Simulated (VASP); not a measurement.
# ZnS (P6_3mc) in VASP: a series of runs

The runs below take ZnS through single point, with r2SCAN.

Program: VASP 6.6.1. These are calculated values, not measurements. Logs are shortened: lines on timing, memory, paths and dates and some standing lists are left out, and cuts for length are marked.

## (1) The cell of the first run

It takes space group P6_3mc (No. 186, hexagonal). Conventional cell: a = 3.809 Å, b = 3.809 Å, c = 12.466 Å, α = 90.00°, β = 90.00°, γ = 120.00°. Zn (site symmetry 3m) has 4 S at 2.16 to 2.44 Å within 2.9 Å. Zn (site symmetry 3m) has 4 S at 2.26 to 2.51 Å within 3.0 Å. Within 2.9 Å of S (site symmetry 3m) lie 4 Zn at 2.16 to 2.26 Å. Within 3.2 Å of S (site symmetry 3m) lie 4 Zn at 2.44 to 2.51 Å.

## (2) Single point, r2SCAN (atoms displaced along a vibrational mode)

The input, POSCAR:

```
ZnS
1.0
    3.8087369172      0.0000000000      0.0000000000
   -1.9043684586      3.2984629266      0.0000000000
    0.0000000000      0.0000000000     12.4664651906
Zn S
4 4
Direct
    0.0000000000      0.0000000000      0.0181588429
    0.0000000000      0.0000000000      0.5181588429
    0.3333333333      0.6666666667      0.2320221971
    0.6666666667      0.3333333333      0.7320221971
    0.0000000000      0.0000000000      0.1916351404
    0.0000000000      0.0000000000      0.6916351404
    0.3333333333      0.6666666667      0.4331879472
    0.6666666667      0.3333333333      0.9331879472
```

The input, INCAR.step1:

```
SYSTEM = ZnS
PREC = Accurate
ENCUT = 520
ISMEAR = 0
SIGMA = 0.05
LREAL = .FALSE.
LASPH = .TRUE.
NELM = 60
NBANDS = 46
GGA = PE
ALGO = Normal
EDIFF = 1E-4
LWAVE = .TRUE.
LCHARG = .FALSE.
```

The input, INCAR.step2:

```
SYSTEM = ZnS
PREC = Accurate
ENCUT = 520
EDIFF = 1E-6
ISMEAR = 0
SIGMA = 0.05
LREAL = .FALSE.
LASPH = .TRUE.
NELM = 60
ALGO = Normal
ISIF = 2
LWAVE = .FALSE.
LCHARG = .FALSE.
METAGGA = R2SCAN
LMIXTAU = .TRUE.
NBANDS = 46
ISTART = 1
```

The input, KPOINTS:

```
regular mesh
0
G
  6 6 2
  0 0 0
```

Potentials or basis: VASP PAW PBE potentials, release 64 (Zn, S).

Run with:

```sh
$ cat potpaw_PBE.64/Zn/POTCAR potpaw_PBE.64/S/POTCAR > POTCAR
$ cp INCAR.step1 INCAR
$ mpirun -np 1 vasp_std > vasp.out
$ cp INCAR.step2 INCAR
$ mpirun -np 1 vasp_std > vasp.out
```

OUTCAR:

```text
SYSTEM = ZnS
   PREC = Accurate
   ENCUT = 520
   EDIFF = 1E-6
   ISMEAR = 0
   LREAL = .FALSE.
   LASPH = .TRUE.
   NELM = 60
   ISIF = 2
   METAGGA = R2SCAN
   ISTART = 1

 ion  position               nearest neighbor table
   1  0.000  0.000  0.018-   5 2.16   8 2.44   8 2.44   8 2.44
   2  0.000  0.000  0.518-   6 2.16   7 2.44   7 2.44   7 2.44
   3  0.333  0.667  0.232-   5 2.26   5 2.26   5 2.26   7 2.51
   4  0.667  0.333  0.732-   6 2.26   6 2.26   6 2.26   8 2.51
   5  0.000  0.000  0.192-   1 2.16   3 2.26   3 2.26   3 2.26
   6  0.000  0.000  0.692-   2 2.16   4 2.26   4 2.26   4 2.26
   7  0.333  0.667  0.433-   2 2.44   2 2.44   2 2.44   3 2.51
   8  0.667  0.333  0.933-   1 2.44   1 2.44   1 2.44   4 2.51

  LATTYP: Found a hexagonal cell.
 ALAT       =     3.8087369172
 C/A-ratio  =     3.2731232064

  Lattice vectors:

 A1 = (   3.8087369172,   0.0000000000,   0.0000000000)
 A2 = (  -1.9043684586,   3.2984629266,   0.0000000000)
 A3 = (   0.0000000000,   0.0000000000,  12.4664651906)

Analysis of symmetry for initial positions (statically):
=====================================================================
 Subroutine PRICEL returns:
 Original cell was already a primitive cell.

 Routine SETGRP: Setting up the symmetry group for a
 hexagonal supercell.

 Subroutine GETGRP returns: Found 12 space group operations
 (whereof  6 operations were pure point group operations)
 out of a pool of 24 trial point group operations.

The static configuration has the point symmetry C_3v.
 The point group associated with its full space group is C_6v.

Analysis of symmetry for dynamics (positions and initial velocities):
=====================================================================
 Subroutine PRICEL returns:
 Original cell was already a primitive cell.

 Routine SETGRP: Setting up the symmetry group for a
 hexagonal supercell.

 Subroutine GETGRP returns: Found 12 space group operations
 (whereof  6 operations were pure point group operations)
 out of a pool of 24 trial point group operations.

The dynamic configuration has the point symmetry C_3v.
 The point group associated with its full space group is C_6v.

 Subroutine INISYM returns: Found 12 space group operations
 (whereof  6 operations are pure point group operations),
 and found     1 'primitive' translations

----------------------------------------------------------------------------------------
[... 99 lines left out ...]
   NFREE  =      0    steps in history (QN), initial steepest desc. (CG)
   ISIF   =      2    stress and relaxation
   ISYM   =      2    0-nonsym 1-usesym 2-fastsym
   POTIM  = 0.5000    time-step for ionic-motion
   TEBEG  =    0.0;   TEEND  =   0.0 temperature during run
   PSTRESS=    0.0 pullay stress
   NELECT =      72.0000    total number of electrons
   NUPDOWN=      -1.0000    fix difference up-down
   EMIN   =  10.00;   EMAX   =-10.00  energy-range for DOS
   EFERMI =   0.00;   METHOD = LEGACY
   ISMEAR =     0;   SIGMA  =   0.05  broadening in eV -4-tet -1-fermi 0-gaus
   EFERMI_NEDOS =   21; number of points for ismear=-14 and -15
   IALGO  =     38    algorithm
   IMIX   =      4    mixing-type and parameters
     AMIX     =   0.40;   BMIX     =  1.00
     AMIX_MAG =   1.60;   BMIX_MAG =  1.00
  volume/ion in A,a.u.               =      19.58       132.11
  Fermi-wavevector in a.u.,A,eV,Ry     =   1.263495  2.387660 21.720624  1.596421
  Thomas-Fermi vector in A             =   2.396849
   LORBIT       =      0    0 simple, 1 ext, 2 COOP (PROOUT), +10 PAW based schemes
   METAGGA = R2SCAN    functional components
   LHFCALC =     F    Hartree Fock is set to
   AEXX    =    0.0000 exact exchange contribution
   IVDW    =     0    specifies the selected vdW correction
   LEPSILON=     F    determine dielectric tensor
   LRPA    =     F    only Hartree local field effects (RPA)
 non-spin polarized calculation
 Gauss-broadening in eV      SIGMA  =   0.05
  energy-cutoff  :      520.00
  volume of cell :      156.62
 maximum number of plane-waves:      4251
   NGX = 15   NGY = 15   NGZ = 47

 number of electron      72.0000059 magnetization

 Free energy of the ion-electron system (eV)
  ---------------------------------------------------
  ext. energy  EPLUGINS =         0.00000000
  ---------------------------------------------------
  free energy    TOTEN  =       -74.47881336 eV

  energy without entropy =      -74.47881336  energy(sigma->0) =      -74.47881336

 E-fermi :   2.5729     XC(G=0): -10.3228

 val. band max:        2.3328133740   @ k =   0.0000   0.0000   0.0000
 cond. band min:       4.3452562479   @ k =   0.0000   0.0000   0.0000
 fundamental gap:      2.0124428739
 Fermi energy:         2.5729298460

 k-point     1 :       0.0000    0.0000    0.0000
  band No.  band energies     occupation
      1     -12.5400      2.00000
      2     -12.4689      2.00000
      3     -10.3810      2.00000
      4     -10.2206      2.00000
      5      -5.3714      2.00000
      6      -5.3713      2.00000
[... 675 lines left out ...]
     45       9.9605      0.00000
     46       9.9605      0.00000

------------------------ aborting loop because EDIFF is reached ----------------------------------------

  FORCE on cell =-STRESS in cart. coord.  units (eV):
  Direction    XX          YY          ZZ          XY          YZ          ZX
  --------------------------------------------------------------------------------------
  -------------------------------------------------------------------------------------
  Total        0.8538310      0.8538310      1.6431378      0.0000000      0.0000000      0.0000000
  in kB        8.7346714      8.7346714     16.8092620      0.0000000      0.0000000      0.0000000
  external PRESSURE =      11.4262016 kB  Pullay stress =       0.0000000 kB

 VOLUME and BASIS-vectors are now :
 -----------------------------------------------------------------------------
  energy-cutoff  :      520.00
  volume of cell :      156.62
      direct lattice vectors                 reciprocal lattice vectors
     3.808736917  0.000000000  0.000000000     0.262554233  0.151585757  0.000000000
    -1.904368459  3.298462927  0.000000000     0.000000000  0.303171514  0.000000000
     0.000000000  0.000000000 12.466465191     0.000000000  0.000000000  0.080215200

 POSITION                                       TOTAL-FORCE (eV/Angst)
 -----------------------------------------------------------------------------------
      0.00000      0.00000      0.22638         0.000000     -0.000000     -2.690830
      0.00000      0.00000      6.45961        -0.000000      0.000000     -2.690830
     -0.00000      2.19898      2.89250        -0.000000      0.000000      1.572983
      1.90437      1.09949      9.12573         0.000000     -0.000000      1.572983
      0.00000      0.00000      2.38901        -0.000000     -0.000000      0.462871
      0.00000      0.00000      8.62225        -0.000000     -0.000000      0.462871
     -0.00000      2.19898      5.40032        -0.000000      0.000000      0.654975
      1.90437      1.09949     11.63356        -0.000000     -0.000000      0.654975
 -----------------------------------------------------------------------------------
    total drift:                               -0.000001     -0.000001      0.034176

  FREE ENERGIE OF THE ION-ELECTRON SYSTEM (eV)
  ---------------------------------------------------
  free  energy   TOTEN  =       -74.4788133638 eV

  energy  without entropy=      -74.4788133638  energy(sigma->0) =      -74.47881336
```

OUTCAR.step1:

```text
SYSTEM = ZnS
   PREC = Accurate
   ENCUT = 520
   ISMEAR = 0
   LREAL = .FALSE.
   LASPH = .TRUE.
   NELM = 60
[... 919 lines left out ...]
      0.00000      0.00000      8.62225        -0.000000     -0.000000      0.531837
     -0.00000      2.19898      5.40032        -0.000000     -0.000000      0.580894
      1.90437      1.09949     11.63356        -0.000000     -0.000000      0.580894
 -----------------------------------------------------------------------------------
    total drift:                               -0.000001     -0.000001     -0.000600

  FREE ENERGIE OF THE ION-ELECTRON SYSTEM (eV)
  ---------------------------------------------------
  free  energy   TOTEN  =       -26.4097644694 eV

  energy  without entropy=      -26.4097644694  energy(sigma->0) =      -26.40976447
```

Wall time 3.4 min (1 thread of Intel Xeon 6975P-C (Granite Rapids), shared host); peak memory 0.32 GiB.

Results:

- Free energy: -74.4788 eV
- Pressure: 1.1 GPa
- Largest force: 2.691 eV/Å
- Band gap on the k mesh: 2.01 eV

Forces on the atoms (eV/Å):
```
Zn   0.000  0.000 -2.691
Zn   0.000  0.000 -2.691
Zn   0.000  0.000  1.573
Zn   0.000  0.000  1.573
S    0.000  0.000  0.463
S    0.000  0.000  0.463
S    0.000  0.000  0.655
S    0.000  0.000  0.655
```

Levels at points of the mesh, in eV from the valence-band top:
```csv
k point,band 34,band 35,band 36,band 37,band 38,band 39
"(0.00, 0.00, 0.00)",-0.17,0.00,0.00,2.01,2.77,3.49
"(0.50, 0.00, 0.00)",-1.26,-1.16,-0.86,3.00,3.17,3.26
"(0.00, 0.00, 0.50)",-0.08,-0.08,-0.08,2.53,2.53,3.89
"(0.50, 0.00, 0.50)",-1.83,-1.00,-1.00,3.21,3.21,4.09
```

Caveat: the cell differs from its parent crystal (atoms displaced along a vibrational mode); the PAW data sets were made with another functional, which shifts forces and pressure a little.

## (3) Single point, r2SCAN (atoms displaced along a vibrational mode)

The input, POSCAR:

```
ZnS
1.0
    3.8087369172      0.0000000000      0.0000000000
   -1.9043684586      3.2984629266      0.0000000000
    0.0000000000      0.0000000000     12.4664651906
Zn S
4 4
Direct
    0.0000000000      0.0000000000     -0.0119152378
    0.0000000000      0.0000000000      0.4880847622
    0.3333333333      0.6666666667      0.2621028971
    0.6666666667      0.3333333333      0.7621028971
    0.0000000000      0.0000000000      0.1843034782
    0.0000000000      0.0000000000      0.6843034782
    0.3333333333      0.6666666667      0.4405061107
    0.6666666667      0.3333333333      0.9405061107
```

The input, INCAR.step1:

```
PREC = Accurate
ENCUT = 520
ISMEAR = 0
SIGMA = 0.05
LREAL = False
LASPH = True
NELM = 60
NBANDS = 46
GGA = PE
ALGO = Normal
EDIFF = 1E-4
LWAVE = True
LCHARG = False
```

The input, INCAR.step2:

```
PREC = Accurate
ENCUT = 520
EDIFF = 1E-7
ISMEAR = 0
SIGMA = 0.05
LREAL = False
LASPH = True
NELM = 60
ALGO = Normal
ISIF = 2
LWAVE = False
LCHARG = False
METAGGA = R2SCAN
LMIXTAU = True
NBANDS = 46
ISTART = 1
```

The input, KPOINTS:

```
Automatic mesh
0
Gamma
  6 6 2
```

Potentials or basis: VASP PAW PBE potentials, release 64 (Zn, S).

Run with:

```sh
$ cat potpaw_PBE.64/Zn/POTCAR potpaw_PBE.64/S/POTCAR > POTCAR
$ cp INCAR.step1 INCAR
$ mpirun -np 1 vasp_std > vasp.out
$ cp INCAR.step2 INCAR
$ mpirun -np 1 vasp_std > vasp.out
```

Run time: 4 min. Hardware: 1 thread of Intel Xeon 6975P-C (Granite Rapids), shared host; peak memory 0.33 GiB.

It converged, with:

```yaml
Free_energy: -75.0209 eV
Pressure: 0.5 GPa
Largest_force: 1.643 eV/Å
Band_gap_on_the_k_mesh: 2.40 eV
```

Forces on the atoms (eV/Å):
```
Zn   0.000  0.000  1.142
Zn   0.000  0.000  1.142
Zn   0.000  0.000 -1.643
Zn   0.000  0.000 -1.643
S    0.000  0.000  0.374
S    0.000  0.000  0.374
S    0.000  0.000  0.128
S    0.000  0.000  0.128
```

Stress tensor (GPa, compression positive):
```
0.48 0.00 0.00
0.00 0.48 0.00
0.00 0.00 0.67
```

Levels at points of the mesh, in eV from the valence-band top:
```tsv
k point	band 33	band 34	band 35	band 36	band 37	band 38	band 39	band 40
(0.00, 0.00, 0.00)	-0.20	-0.20	0.00	0.00	2.40	3.32	3.55	4.39
(0.50, 0.00, 0.00)	-1.54	-1.44	-1.25	-0.88	3.37	3.45	4.08	4.19
(0.00, 0.00, 0.50)	-0.10	-0.10	-0.10	-0.10	3.02	3.02	3.91	3.91
(0.50, 0.00, 0.50)	-1.68	-1.68	-1.05	-1.05	3.68	3.68	4.32	4.32
```

Caveat: the cell differs from its parent crystal (atoms displaced along a vibrational mode); the PAW data sets were made with another functional, which shifts forces and pressure a little.

(Part 1 of 2 ends here.)
